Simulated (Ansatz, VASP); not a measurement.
## Two plane-wave programs on Te2Mo

INCAR

```
SYSTEM = Te2Mo
PREC = Accurate
ENCUT = 520
EDIFF = 1E-7
ISMEAR = -1
SIGMA = 0.05
LREAL = .FALSE.
LASPH = .TRUE.
NELM = 60
ALGO = Normal
ISIF = 2
LWAVE = .FALSE.
LCHARG = .TRUE.
GGA = PE
LELF = .TRUE.
LVHAR = .TRUE.
NBANDS = 35
```

KPOINTS

```
regular mesh
0
G
  8 8 2
  0 0 0
```

File POSCAR:

```
Te2Mo
1.0
    3.3774720000      0.0000000000      0.0000000000
   -1.6887360000      2.9249765526      0.0000000000
    0.0000000000      0.0000000000     13.9736000000
Te Mo
4 2
Direct
    0.6666666667      0.3333333333      0.3790000000
    0.3333333333      0.6666666667      0.8790000000
    0.6666666667      0.3333333333      0.1210000000
    0.3333333333      0.6666666667      0.6210000000
    0.6666666667      0.3333333333      0.7500000000
    0.3333333333      0.6666666667      0.2500000000
```

Contents of input.yaml:

```yaml
crystal:
  lattice:
    - [3.377472, 0.0, 0.0]
    - [-1.688736, 2.9249765526, 0.0]
    - [0.0, 0.0, 13.9736]
  atoms:
    - { symbol: Te, position: [0.6666666667, 0.3333333333, 0.379] }
    - { symbol: Te, position: [0.3333333333, 0.6666666667, 0.879] }
    - { symbol: Te, position: [0.6666666667, 0.3333333333, 0.121] }
    - { symbol: Te, position: [0.3333333333, 0.6666666667, 0.621] }
    - { symbol: Mo, position: [0.6666666667, 0.3333333333, 0.75] }
    - { symbol: Mo, position: [0.3333333333, 0.6666666667, 0.25] }
hamiltonian:
  xc: pbe
  pseudopotentials: { kind: paw }
kpoints:
  mp_grid: { grid: [8, 8, 2] }
scf:
  occupations: { method: fermi_dirac, width: 0.05 }
output:
  forces: true
  stress: true
  eigenvalues: true
```

Alike in both runs: task single point; functional PBE; k mesh 8 × 8 × 2; occupations fermi-dirac, width 0.05 eV; no spin polarisation.

```csv
,VASP,Ansatz
version,VASP 6.6.1,Ansatz 0.2.0
potentials or method,"VASP PAW PBE potentials, release 64 (Te, Mo_sv)",Ansatz PAW
plane-wave cutoff (eV),520,420
valence electrons in the cell,52,92
```

|  | VASP | Ansatz | Ansatz less VASP |
| --- | --- | --- | --- |
| gap on the k mesh at the Fermi level (eV) | 0.78 | 0.78 | -0.001 |
| least direct gap on the mesh (eV) | 1.26 | 1.26 | -0.003 |
| pressure (GPa) | 12.5 | 12.5 | -0.01 |
| traceless stress, the component that is largest in VASP (GPa) | -1.28 | -1.35 | -0.070 |
| rms of the force components (eV/Å) | 0.485 | 0.477 | -0.0074 |

Atom by atom the forces differ by 0.007 eV/Å (rms over components). The functional is the same, so the differences come from potentials, cutoffs and numerics. VASP's potentials hold 52 valence electrons a cell and Ansatz's 92, so a difference there can come from the potentials and not from the codes.

Neither program's run includes spin-orbit coupling.
